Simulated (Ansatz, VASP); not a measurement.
**MoS2 in VASP and in Ansatz**

Contents of INCAR:

```
  ALGO = Normal
  EDIFF = 1E-6
  ENCUT = 520
  GGA = PS
  ISIF = 2
  ISMEAR = 0
  LASPH = T
  LCHARG = F
  LREAL = F
  LWAVE = F
  NBANDS = 35
  NELM = 100
  PREC = Accurate
  SIGMA = 0.05
```

KPOINTS

```
k-points
0
Gamma
  10 10 2
```

File POSCAR:

```
MoS2
1.0
   -3.1414322132      0.0000000000      0.0000000000
   -1.5707161066     -2.7205601009      0.0000000000
   -4.3196263648     -2.4939374445     12.5788195080
Mo S
2 4
Direct
    0.1041583333      0.1041583333      0.2500000000
   -0.0208583333     -0.0208583333      0.7500000000
   -0.2405702236     -0.2405702236      0.6260538420
    0.5511131097      0.5511131097      0.1260538420
   -0.4678131097     -0.4678131097      0.8739461580
    0.3238702236      0.3238702236      0.3739461580
```

Input for Ansatz:

```yaml
crystal:
  lattice:
    - [-3.1414322132, 0.0, 0.0]
    - [-1.5707161066, -2.7205601009, 0.0]
    - [-4.3196263648, -2.4939374445, 12.578819508]
  atoms:
    - { symbol: Mo, position: [0.1041583333, 0.1041583333, 0.25] }
    - { symbol: Mo, position: [-0.0208583333, -0.0208583333, 0.75] }
    - { symbol: S, position: [-0.2405702236, -0.2405702236, 0.626053842] }
    - { symbol: S, position: [0.5511131097, 0.5511131097, 0.126053842] }
    - { symbol: S, position: [-0.4678131097, -0.4678131097, 0.873946158] }
    - { symbol: S, position: [0.3238702236, 0.3238702236, 0.373946158] }
basis:
  ecutwfc: 420
kpoints:
  mp_grid: { grid: [10, 10, 2] }
hamiltonian:
  xc: pbesol
scf:
  occupations: { method: gaussian, width: 0.05 }
output:
  forces: true
  stress: true
  eigenvalues: true
```

Alike in both runs: task single point; functional PBEsol; k mesh 10 × 10 × 2; occupations gaussian, width 0.05 eV; no spin polarisation.

|  | VASP | Ansatz |
| --- | --- | --- |
| version | VASP 6.6.1 | Ansatz 0.2.0 |
| potentials or method | VASP PAW PBE potentials, release 64 (Mo_sv, S), cutoff 520 eV | scalar-relativistic, plane waves, PAW |
| valence electrons in the cell | 52 | 52 |

Ansatz gave:

* gap on the k mesh at the Fermi level (eV): 1.02
* least direct gap on the mesh (eV): 1.96
* pressure (GPa): 0.1
* traceless stress, the component that is largest in VASP (GPa): -0.26
* rms of the force components (eV/Å): 0.017

Q: What did VASP give for the same quantities?

A: gap on the k mesh at the Fermi level (eV): 1.03; least direct gap on the mesh (eV): 1.96; pressure (GPa): 0.0; traceless stress, the component that is largest in VASP (GPa): -0.26; rms of the force components (eV/Å): 0.017.

VASP's potentials were made for PBE, not for PBEsol. Atom by atom the forces differ by 0.000 eV/Å (rms over components). With one functional, cell and mesh, what is left measures potentials, basis and numerics.
